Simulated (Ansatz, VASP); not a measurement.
## Mg in VASP and in Ansatz

```
CELL_PARAMETERS angstrom
3.13683 0.00000 0.00000
-1.56842 2.71658 0.00000
0.00000 0.00000 10.19609
ATOMIC_POSITIONS crystal
Mg 0.00000 0.00000 0.00000
Mg 0.00000 0.00000 0.50000
Mg 0.33333 0.66667 0.25000
Mg 0.66667 0.33333 0.75000
```

Alike in both runs: task single point; functional r2SCAN; k mesh 13 × 13 × 4; occupations fermi-dirac, width 0.1 eV; no spin polarisation.

|  | VASP | Ansatz |
| --- | --- | --- |
| version | VASP 6.6.1 | Ansatz 0.2.0 |
| potentials or method | VASP PAW PBE potentials, release 64 (Mg), cutoff 520 eV | plane waves (500 eV) with PAW, scalar-relativistic |
| valence electrons in the cell | 8 | 40 |

VASP gave:

```
pressure (GPa)                                                : 1.5
traceless stress, the component that is largest in VASP (GPa) : -0.13
```

Question: What did Ansatz give for the same quantities?

Answer: Pressure (GPa): 1.8; traceless stress, the component that is largest in VASP (GPa): -0.13.

VASP's potentials were made for PBE, not for r2SCAN. With one functional, cell and mesh, what is left measures potentials, basis and numerics. VASP's potentials hold 8 valence electrons a cell and Ansatz's 40, so a difference there can come from the potentials and not from the codes.
